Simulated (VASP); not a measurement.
Set up this calculation in VASP 6.6.1, as the native input.

| Property | Result |
| --- | --- |
| Task | single point |
| Functional | LDA |
| Potentials or basis | VASP PAW LDA potentials, release 64 (Zn) |
| Cutoff | 520 eV |
| k mesh | 18 × 18 × 18 |
| Occupations | gaussian, width 0.1 eV |
| Spin | no spin polarisation |
| Dipole correction | no |
| Further INCAR settings | ALGO = Normal; EDIFF = 1e-06; NBANDS = 12 |

The structure of Zn lies in POSCAR:

```
Zn
1.0
   -1.5146855583      1.5146855583      1.5146855583
    1.5146855583     -1.5146855583      1.5146855583
    1.5146855583      1.5146855583     -1.5146855583
Zn
1
Direct
    0.0000000000      0.0000000000      0.0000000000
```

This cell differs from its parent crystal: functional LDA, strained.

One way to write it, as run:

INCAR

```
SYSTEM = Zn
ALGO     = Normal         ! electronic algorithm
EDIFF    = 1E-6           ! SCF threshold, eV
ENCUT    = 520            ! plane-wave cutoff, eV
GGA      = CA             ! functional
ISIF     = 2              ! what is computed and relaxed
ISMEAR   = 0              ! smearing method
LASPH    = .TRUE.         ! aspherical terms in the spheres
LCHARG   = .TRUE.         ! write CHGCAR
LELF     = .TRUE.         ! ELF
LREAL    = .FALSE.        ! projectors in reciprocal space
LVHAR    = .TRUE.       
LWAVE    = .FALSE.        ! write WAVECAR
NBANDS   = 12             ! bands
NELM     = 80             ! most SCF steps
PREC     = Accurate       ! precision mode
SIGMA    = 0.1            ! smearing width, eV
```

KPOINTS

```
k-points
0
G
  18 18 18
  0 0 0
```

Potentials or basis: VASP PAW LDA potentials, release 64 (Zn).

The run is started by

```sh
$ cat potpaw_LDA.64/Zn/POTCAR > POTCAR
$ mpirun -np 1 vasp_std > vasp.out
```

Results of the run:

The pressure is -0.7 GPa. The band gap on the k mesh is zero (band 6 reaches 7.97 eV, above the bottom of band 7 at 2.81 eV).

Caveat: the cell differs from its parent crystal (functional LDA, strained).

Wall time 17 s on 1 thread of Intel Xeon 6975P-C, with other jobs on the host, peak memory 0.14 GiB.
